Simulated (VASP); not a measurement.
# Li4Nb4O11 (a cell with a defect) in VASP: a series of runs, part 3 of 3

VASP 6.6.1.

### 5 Single point, PBE (atom 18 moved 1.125 of the way to it and -0.700 Å across, host rigid)

File INCAR:

```
PREC = Accurate
ENCUT = 520
EDIFF = 1E-7
ISMEAR = 0
SIGMA = 0.05
LREAL = Auto
LASPH = True
NELM = 100
ALGO = Normal
ISIF = 2
LWAVE = False
LCHARG = False
GGA = PE
NBANDS = 80
NELECT = 128.0
```

File KPOINTS:

```
regular mesh
0
Gamma
  4 4 4
```

File POSCAR:

```
Li4Nb4O11
1.0
    5.2231019317      0.0000000000      0.0000000000
    0.0000000000      3.0155593063     -4.5984613597
    0.0000000000      6.0311186126      4.5984613597
Li Nb O
4 4 11
Direct
    0.0000000000      0.5000000000      0.2500000000
    0.5000000000      0.0000000000      0.7500000000
    0.0000000000      0.5000000000      0.7500000000
    0.5000000000      0.0000000000      0.2500000000
    0.5000000000      0.5000000000      0.5000000000
    0.0000000000      0.0000000000      0.0000000000
    0.0000000000      0.0000000000      0.5000000000
    0.5000000000      0.5000000000      0.0000000000
    0.8803293659      0.0000000000      0.2500000000
    0.3803293659      0.5000000000      0.7500000000
    0.8098353170      0.6901646830      0.9401646830
    0.8098353170      0.3098353170      0.5598353170
    0.3098353170      0.8098353170      0.0598353170
    0.1196706341      0.0000000000      0.7500000000
    0.6196706341      0.5000000000      0.2500000000
    0.6901646830      0.8098353170      0.5598353170
    0.1901646830      0.3098353170      0.0598353170
    0.1941085172      1.2808828377      0.4401646830
    0.6901646830      0.1901646830      0.9401646830
```

Potentials or basis: VASP PAW PBE potentials, release 64 (Li_sv, Nb_sv, O).

Run with:

```
$ cat potpaw_PBE.64/Li_sv/POTCAR potpaw_PBE.64/Nb_sv/POTCAR potpaw_PBE.64/O/POTCAR > POTCAR
$ mpirun -np 1 vasp_std > vasp.out
```

OUTCAR:

```text
PREC = Accurate
   ENCUT = 520
   EDIFF = 1E-7
   ISMEAR = 0
   LREAL = Auto
   LASPH = True
   NELM = 100
   ISIF = 2
   GGA = PE
   NELECT = 128.0

 ion  position               nearest neighbor table
   1  0.000  0.500  0.250-  15 1.99  17 1.99  18 2.19
   2  0.500  0.000  0.750-  14 1.99  16 1.99  19 1.99
   3  0.000  0.500  0.750-  10 1.99  11 1.99  12 1.99
   4  0.500  0.000  0.250-   9 1.99  13 1.99
   5  0.500  0.500  0.500-  12 2.00  16 2.00  15 2.00  10 2.00  18 2.03
   6  0.000  0.000  0.000-  13 2.00  19 2.00  17 2.00  11 2.00   9 2.00  14 2.00
   7  0.000  0.000  0.500-  18 1.93  16 2.00  12 2.00   9 2.00  14 2.00
   8  0.500  0.500  0.000-  11 2.00  17 2.00  13 2.00  19 2.00  10 2.00  15 2.00
   9  0.880  0.000  0.250-   4 1.99   6 2.00   7 2.00
  10  0.380  0.500  0.750-   3 1.99   5 2.00   8 2.00
  11  0.810  0.690  0.940-   3 1.99   8 2.00   6 2.00
  12  0.810  0.310  0.560-   3 1.99   5 2.00   7 2.00
  13  0.310  0.810  0.060-   4 1.99   6 2.00   8 2.00
  14  0.120  0.000  0.750-   2 1.99   6 2.00   7 2.00
  15  0.620  0.500  0.250-   1 1.99   5 2.00   8 2.00
  16  0.690  0.810  0.560-   2 1.99   7 2.00   5 2.00
  17  0.190  0.310  0.060-   1 1.99   8 2.00   6 2.00
  18  0.194  0.281  0.440-   7 1.93   5 2.03   1 2.19
  19  0.690  0.190  0.940-   2 1.99   6 2.00   8 2.00

  LATTYP: Found a simple monoclinic cell.
 ALAT       =     5.4990403532
 B/A-ratio  =     0.9498206225
 C/A-ratio  =     1.3791878824
 COS(beta)  =    -0.0709408676

  Lattice vectors:

 A1 = (   0.0000000000,   3.0155593063,  -4.5984613597)
 A2 = (  -5.2231019317,   0.0000000000,   0.0000000000)
 A3 = (   0.0000000000,   6.0311186126,   4.5984613597)

Analysis of symmetry for initial positions (statically):
=====================================================================
 Subroutine PRICEL returns:
 Original cell was already a primitive cell.

[... 178 lines left out ...]
  Thomas-Fermi vector in A             =   2.497974
   LORBIT       =      0    0 simple, 1 ext, 2 COOP (PROOUT), +10 PAW based schemes
   GGA     = PE    functional components
   LHFCALC =     F    Hartree Fock is set to
   AEXX    =    0.0000 exact exchange contribution
   IVDW    =     0    specifies the selected vdW correction
   LEPSILON=     F    determine dielectric tensor
   LRPA    =     F    only Hartree local field effects (RPA)
 non-spin polarized calculation
 Gauss-broadening in eV      SIGMA  =   0.05
  energy-cutoff  :      520.00
  volume of cell :      217.29
 maximum number of plane-waves:      5888
 NGX is ok and might be reduce to    40
   NGX = 19   NGY = 21   NGZ = 29

 number of electron     127.9999972 magnetization

 Free energy of the ion-electron system (eV)
  ---------------------------------------------------
  ext. energy  EPLUGINS =         0.00000000
  ---------------------------------------------------
  free energy    TOTEN  =      -158.57110917 eV

  energy without entropy =     -158.57110917  energy(sigma->0) =     -158.57110917

 E-fermi :   4.3606     XC(G=0): -10.3136

 val. band max:        3.9479130739   @ k =   0.2500   0.0000   0.5000
 cond. band min:       4.6561494514   @ k =   0.0000   0.0000   0.5000
 fundamental gap:      0.7082363775
 Fermi energy:         4.3605929707

 k-point     1 :       0.0000    0.0000    0.0000
  band No.  band energies     occupation
      1     -51.9848      2.00000
      2     -51.8287      2.00000
      3     -50.6141      2.00000
      4     -50.5889      2.00000
      5     -39.8044      2.00000
      6     -39.5957      2.00000
[... 1885 lines left out ...]
     75       8.1788      0.00000
     76       8.3652      0.00000

 [... further k-points ...]

 [bands above 76 left out]

------------------------ aborting loop because EDIFF is reached ----------------------------------------

  FORCE on cell =-STRESS in cart. coord.  units (eV):
  Direction    XX          YY          ZZ          XY          YZ          ZX
  --------------------------------------------------------------------------------------
  -------------------------------------------------------------------------------------
  Total      -20.9622130    -20.4087131    -25.4950564     -1.8183135     -0.4675959     -1.1544928
  in kB     -154.5672715   -150.4859768   -187.9907096    -13.4075424     -3.4478719     -8.5127843
  external PRESSURE =    -164.3479860 kB  Pullay stress =       0.0000000 kB

 VOLUME and BASIS-vectors are now :
 -----------------------------------------------------------------------------
  energy-cutoff  :      520.00
  volume of cell :      217.29
      direct lattice vectors                 reciprocal lattice vectors
     5.223101932  0.000000000  0.000000000     0.191457110  0.000000000  0.000000000
     0.000000000  3.015559306 -4.598461360     0.000000000  0.110537814 -0.144976029
     0.000000000  6.031118613  4.598461360     0.000000000  0.110537814  0.072488014

 POSITION                                       TOTAL-FORCE (eV/Angst)
 -----------------------------------------------------------------------------------
      0.00000      3.01556     -1.14962        -0.256552     -1.081650      0.004937
      2.61155      4.52334      3.44885         0.185748      0.616885      0.394381
      0.00000      6.03112      1.14962        -0.088873      0.477342      0.534651
      2.61155      1.50778      1.14962         0.328139     -0.635457     -0.691676
      2.61155      4.52334      0.00000         3.179765     -0.115389      2.866843
      0.00000      0.00000      0.00000        -0.372575      0.131258     -0.075561
[... 11 lines left out ...]
      1.01385      3.50170      0.73245         3.351807     -0.177392     -0.872860
      3.60480      6.24370      3.44885         0.173579      0.101020     -0.019831
 -----------------------------------------------------------------------------------
    total drift:                                0.002304      0.004098     -0.006601

  FREE ENERGIE OF THE ION-ELECTRON SYSTEM (eV)
  ---------------------------------------------------
  free  energy   TOTEN  =      -158.5711091695 eV

  energy  without entropy=     -158.5711091695  energy(sigma->0) =     -158.57110917
```

OSZICAR:

```text
N       E                     dE             d eps       ncg     rms          rms(c)
DAV:   1     0.147898123094E+04    0.14790E+04   -0.67697E+04  5760   0.168E+03
DAV:   2    -0.279626573251E+02   -0.15069E+04   -0.14356E+04  7016   0.601E+02
DAV:   3    -0.183287736323E+03   -0.15533E+03   -0.15366E+03  8472   0.176E+02
DAV:   4    -0.195440013096E+03   -0.12152E+02   -0.12112E+02 10464   0.452E+01
DAV:   5    -0.196481247648E+03   -0.10412E+01   -0.10403E+01  9216   0.942E+00    0.366E+01
DAV:   6    -0.159552972880E+03    0.36928E+02   -0.17555E+02  7840   0.569E+01    0.146E+01
DAV:   7    -0.158840332498E+03    0.71264E+00   -0.19028E+01  8696   0.190E+01    0.693E+00
DAV:   8    -0.158646913904E+03    0.19342E+00   -0.24853E+00  9792   0.724E+00    0.429E+00
DAV:   9    -0.158563600512E+03    0.83313E-01   -0.64421E-01  8512   0.400E+00    0.139E+00
DAV:  10    -0.158569238148E+03   -0.56376E-02   -0.73944E-02  7216   0.134E+00    0.551E-01
DAV:  11    -0.158570355324E+03   -0.11172E-02   -0.14172E-02  9344   0.585E-01    0.178E-01
DAV:  12    -0.158570965461E+03   -0.61014E-03   -0.22723E-03  8296   0.237E-01    0.813E-02
DAV:  13    -0.158571064536E+03   -0.99075E-04   -0.45396E-04  8488   0.906E-02    0.355E-02
DAV:  14    -0.158571104161E+03   -0.39624E-04   -0.80154E-05  8048   0.403E-02    0.123E-02
DAV:  15    -0.158571108064E+03   -0.39033E-05   -0.13529E-05  8640   0.206E-02    0.682E-03
DAV:  16    -0.158571108909E+03   -0.84507E-06   -0.29689E-06  7312   0.768E-03    0.307E-03
DAV:  17    -0.158571109125E+03   -0.21631E-06   -0.74313E-07  7520   0.457E-03    0.999E-04
DAV:  18    -0.158571109170E+03   -0.44221E-07   -0.11321E-07  4432   0.176E-03
   1 F= -.15857111E+03 E0= -.15857111E+03  d E =-.312499E-18
```

Run time: 19 min. Hardware: 1 thread of Intel Xeon Platinum 8375C at 2.90GHz (Ice Lake), shared host; peak memory 0.52 GiB.

What came out:

```yaml
Free_energy: -158.5711 eV
Largest_force: 4.284 eV/Å
```

Forces on the atoms (eV/Å):
```
Li  -0.257 -1.082  0.005
Li   0.186  0.617  0.394
Li  -0.089  0.477  0.535
Li   0.328 -0.635 -0.692
Nb   3.180 -0.115  2.867
Nb  -0.373  0.131 -0.076
Nb  -2.716  2.426 -2.256
Nb   0.121 -0.516 -0.125
O    0.480  0.846  2.008
O    0.032 -1.422 -1.492
O   -0.055  0.118 -0.072
O   -3.307  0.191  0.001
O   -0.056  0.381  0.294
O    0.260 -2.529 -1.189
O   -0.821  1.711  1.192
O   -0.493 -0.452 -0.608
O    0.053 -0.070  0.106
O    3.352 -0.177 -0.873
O    0.174  0.101 -0.020
```

Caveat: the cell carries a net charge on a neutralising background, which shifts energy and pressure; the cell differs from its parent crystal (atom 18 moved 1.125 of the way to it and -0.700 Å across, host rigid); the cell is charged against a uniform background, so pressure and absolute levels hang on convention; the cutoff is under 1.25 times the usual one of these potentials, so pressure, stress and relaxed cells hold a basis-set (Pulay) error.
